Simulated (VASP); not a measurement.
Input of a VASP 6.6.1 run:

Contents of INCAR:

```
SYSTEM = Zr3Ag
PREC = Accurate ; ENCUT = 520
EDIFF = 1E-6 ; ISMEAR = -1
SIGMA = 0.05 ; LREAL = .FALSE.
LASPH = .TRUE. ; NELM = 60
ALGO = Normal ; ISIF = 2
LWAVE = .FALSE. ; LCHARG = .TRUE.
GGA = CA ; LELF = .TRUE.
LVHAR = .TRUE. ; NBANDS = 32
```

Contents of KPOINTS:

```
Automatic mesh
0
G
  7 7 8
  0 0 0
```

File POSCAR:

```
Zr3Ag
1.0
    4.6555521472      0.0000000000      0.0000000000
    0.0000000000      4.6555521472      0.0000000000
    0.0000000000      0.0000000000      4.0641767102
Zr Ag
3 1
Direct
    0.5000000000      0.5000000000      0.0000000000
    0.0000000000      0.5000000000      0.5000000000
    0.5000000000      0.0000000000      0.5000000000
    0.0000000000      0.0000000000      0.0000000000
```

Potentials or basis: VASP PAW LDA potentials, release 64 (Zr_sv, Ag).

Launch:

```sh
$ cat potpaw_LDA.64/Zr_sv/POTCAR potpaw_LDA.64/Ag/POTCAR > POTCAR
$ mpirun -np 1 vasp_std > vasp.out
```

(1) Estimate the pressure.

(2) What does it give for the band gap on the k mesh?

Results:

(1) -9.7 GPa.

(2) zero (an odd number of electrons rules out a gap without spin polarisation).

Caveat: the cell stands under tension.
